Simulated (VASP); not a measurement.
Ba, 2 atoms in the cell. The structure is tetragonal, space group I4_1/amd (No. 141). The conventional cell has a = 7.880 Å, b = 7.880 Å, c = 4.299 Å, α = 90.00°, β = 90.00°, γ = 90.00°. Ba (site symmetry -4m2) has 10 Ba at 4.08 to 5.09 Å within 5.4 Å. 

| Quantity | Value |
| --- | --- |
| Program | VASP 6.6.1 |
| Task | single point |
| Functional | r2SCAN |
| Potentials or basis | VASP PAW PBE potentials, release 64 (Ba_sv) |
| Cutoff | 520 eV |
| k mesh | 6 × 6 × 6 |
| Occupations | gaussian, width 0.1 eV |
| Spin | no spin polarisation |
| Dipole correction | no |
| Further INCAR settings | ALGO = Normal; EDIFF = 1e-07; NBANDS = 17 |

Potentials or basis: VASP PAW PBE potentials, release 64 (Ba_sv).

The run is started by

```bash
$ cat potpaw_PBE.64/Ba_sv/POTCAR > POTCAR
$ cp INCAR.step1 INCAR
$ mpirun -np 1 vasp_std > vasp.out
$ cp INCAR.step2 INCAR
$ mpirun -np 1 vasp_std > vasp.out
```

Hardware: 1 thread of Intel(R) Xeon(R) Platinum 8375C CPU @ 2.90GHz (Ice Lake), with other jobs on the host.

**Question.** Estimate the wall time of this run.

**Answer.** It took 6.5 min on 1 thread of Intel(R) Xeon(R) Platinum 8375C CPU @ 2.90GHz (Ice Lake), on a shared host, peak memory 0.37 GiB. Counts: k points 30.
